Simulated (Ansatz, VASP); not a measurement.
**Two plane-wave programs on FeGe**

```
Fe Ge
1.0
     4.66112    0.00000    0.00000
     0.00000    4.66112    0.00000
     0.00000    0.00000    4.66112
Fe Ge
4 4
Direct
  0.13499 0.13499 0.13499
  0.36501 0.86501 0.63499
  0.63499 0.36501 0.86501
  0.86501 0.63499 0.36501
  0.84172 0.84172 0.84172
  0.65828 0.15828 0.34172
  0.34172 0.65828 0.15828
  0.15828 0.34172 0.65828
```

Alike in both runs: functional PBE; k mesh 4 × 4 × 4; occupations gaussian, width 0.05 eV; collinear spin.

Ansatz relaxed the structure, and its values are those at the end. VASP's run is a single point on that final structure, the one shown.

|  | VASP | Ansatz |
| --- | --- | --- |
| version | VASP 6.6.1 | Ansatz 0.2.0 |
| potentials or method | VASP PAW PBE potentials, release 64 (Fe, Ge_d), cutoff 520 eV | scalar-relativistic, plane waves, PAW |
| valence electrons in the cell | 88 | 120 |

Ansatz gave:

| Item | Value |
| --- | --- |
| gap on the k mesh at the Fermi level (eV) | none |
| pressure (GPa) | 0.1 |
| rms of the force components (eV/Å) | 0.004 |
| net moment per atom (μB) | 0.52 |
| size of the moment on the site where the two differ most (μB) | 0.05 |

Which values does VASP return?

gap on the k mesh at the Fermi level (eV): none; pressure (GPa): 0.4; rms of the force components (eV/Å): 0.005; net moment per atom (μB): 0.52; size of the moment on the site where the two differ most (μB): 0.08.

Site moments also hang on the region over which each program counts them. A gap of «none» marks a metal or a gap that the smearing closes. The functional is the same, so the differences come from potentials, cutoffs and numerics. VASP's potentials hold 88 valence electrons a cell and Ansatz's 120, so a difference there can come from the potentials and not from the codes.
